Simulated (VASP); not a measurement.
Wanted: the native input for a VASP 6.6.1 run.

- Task: relaxation of cell and atoms
- Functional: LDA
- Potentials or basis: VASP PAW LDA potentials, release 64 (Ir)
- Cutoff: 600 eV
- k mesh: 14 × 14 × 9
- Occupations: fermi-dirac, width 0.1 eV
- Spin: no spin polarisation
- Dipole correction: no
- Further INCAR settings: ALGO = Normal; EDIFF = 1e-06; ISYM = 0; IBRION = 2; EDIFFG = -0.01; NSW = 80; ISIF = 3

The structure of Ir lies in POSCAR:

```
Ir
1.0
   -2.3872555793      2.3872555793      1.3034415463
    2.3872555793     -2.3872555793      1.3034415463
    2.3872555793      2.3872555793     -1.3034415463
Ir
2
Direct
    0.0000000000      0.0000000000      0.0000000000
    0.7500000000      0.2500000000      0.5000000000
```

One way to write it, as run:

INCAR

```
SYSTEM = Ir
ALGO = Normal
EDIFF = 1E-6
EDIFFG = -0.01
ENCUT = 600
GGA = CA
IBRION = 2
ISIF = 3
ISMEAR = -1
ISYM = 0
LASPH = .TRUE.
LCHARG = .FALSE.
LREAL = .FALSE.
LWAVE = .FALSE.
NELM = 100
NSW = 80
PREC = Accurate
SIGMA = 0.1
```

KPOINTS

```
k-points
0
G
  14 14 9
  0 0 0
```

Potentials or basis: VASP PAW LDA potentials, release 64 (Ir).

Launch:

```sh
$ cat potpaw_LDA.64/Ir/POTCAR > POTCAR
$ mpirun -np 1 vasp_std > vasp.out
```

It gave:

* Relaxed volume: 15.52 Å³/atom
* Relaxed cell: a = 3.646 Å, b = 3.646 Å, c = 3.646 Å, α = 97.93°, β = 97.93°, γ = 136.38°
* Space group after relaxing (to 0.1 Å): I4_1/amd (No. 141)
* Energy gained by relaxing: 42.5 meV/atom
* Ionic steps: 9
* Pressure after relaxing: 0.0 GPa
* Band gap on the k mesh: zero (bands 9 and 10 overlap by 2.77 eV)

Caveat: spin-orbit coupling is left out, which moves the levels of the heavy elements.

Run time: 37 min on 1 thread of Oxide Virtual Turin-like Processor, with other jobs on the host, peak memory 0.47 GiB.
